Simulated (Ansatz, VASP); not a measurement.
## One calculation of NaI, two programs

INCAR

```
ALGO = Normal ; EDIFF = 1E-7
ENCUT = 520 ; GGA = PE
ISIF = 2 ; ISMEAR = 0
IVDW = 12 ; LASPH = T
LCHARG = F ; LREAL = F
LWAVE = F ; NBANDS = 22
NELM = 60 ; PREC = Accurate
SIGMA = 0.05
```

Contents of KPOINTS:

```
k-points
0
Gamma
  6 8 4
```

The input POSCAR:

```
NaI
1.0
    4.7722534545      0.0000000000     -0.2386126727
    0.0000000000      4.1018944388      0.0000000000
   -0.3386889191      0.0000000000      6.7737783826
Na I
2 2
Direct
    0.2500000000      0.5000000000      0.2499880837
    0.7500000000      0.5000000000      0.7500119163
    0.2500000000      0.0000000000      0.7499134626
    0.7500000000      0.0000000000      0.2500865374
```

Input for Ansatz:

```yaml
crystal:
  lattice:
    - [4.7722534545, 0.0, -0.2386126727]
    - [0.0, 4.1018944388, 0.0]
    - [-0.3386889191, 0.0, 6.7737783826]
  atoms:
    - { symbol: Na, position: [0.25, 0.5, 0.2499880837] }
    - { symbol: Na, position: [0.75, 0.5, 0.7500119163] }
    - { symbol: I, position: [0.25, 0.0, 0.7499134626] }
    - { symbol: I, position: [0.75, 0.0, 0.2500865374] }
basis:
  ecutwfc: 520.0
kpoints:
  mp_grid: { grid: [6, 8, 4] }
hamiltonian:
  xc: pbe
  dispersion: d3bj
scf:
  occupations: { method: gaussian, width: 0.05 }
output:
  forces: true
  stress: true
  eigenvalues: true
  write_density: true
  write_potential: true
  elf: true
  volumetric_format: npy
```

Change from the starting cell: engineering shear strain xz -0.1000, normal strain along z +0.0000.

Alike in both runs: task single point; functional PBE; dispersion D3(BJ); k mesh 6 × 8 × 4; occupations gaussian, width 0.05 eV; no spin polarisation.

|  | VASP | Ansatz |
| --- | --- | --- |
| version | VASP 6.6.1 | Ansatz 0.2.0 |
| potentials or method | VASP PAW PBE potentials, release 64 (Na_pv, I), cutoff 520 eV | scalar-relativistic, plane waves, PAW |
| valence electrons in the cell | 28 | 52 |

```csv
,VASP,Ansatz,Ansatz less VASP
gap on the k mesh at the Fermi level (eV),2.25,2.26,+0.002
least direct gap on the mesh (eV),2.52,2.52,+0.001
pressure (GPa),0.1,0.1,-0.01
"traceless stress, the component that is largest in VASP (GPa)",1.65,1.65,+0.002
```

VASP's potentials hold 28 valence electrons a cell and Ansatz's 52, so a difference there can come from the potentials and not from the codes.

Spin-orbit coupling is off throughout.
